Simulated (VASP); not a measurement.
Runs of VASP 6.6.1 on Cl. The structure is that of space group Fd-3m (No. 227), or close to it. The cells are those of the table. 

```csv
cell,gap on the mesh (eV),pressure (GPa)
"a = 4.631 Å, angles 60.0°, 2 atoms",none,(a)
"a = 4.586 Å, angles 60.0°, 2 atoms",none,-0.5
"a = 4.493 Å, angles 60.0°, 2 atoms",none,0.7
"a = 4.540 Å, angles 60.0°, 2 atoms",none,(b)
"a = 4.445 Å, angles 60.0°, 2 atoms",none,1.5
```

Alike in all rows: task single point; level r2SCAN; potentials or basis VASP PAW PBE potentials, release 64 (Cl); no spin polarisation; k mesh 9 × 9 × 9; cutoff (eV) 520; smearing fermi-dirac 0.1 eV.

**Question.** Estimate the missing entries.

**Answer.** (a) -0.9; (b) 0.1.

Caveats: the PAW data sets were made with another functional, which shifts forces and pressure a little.

A gap of «none» marks levels without a gap at the run's occupations.
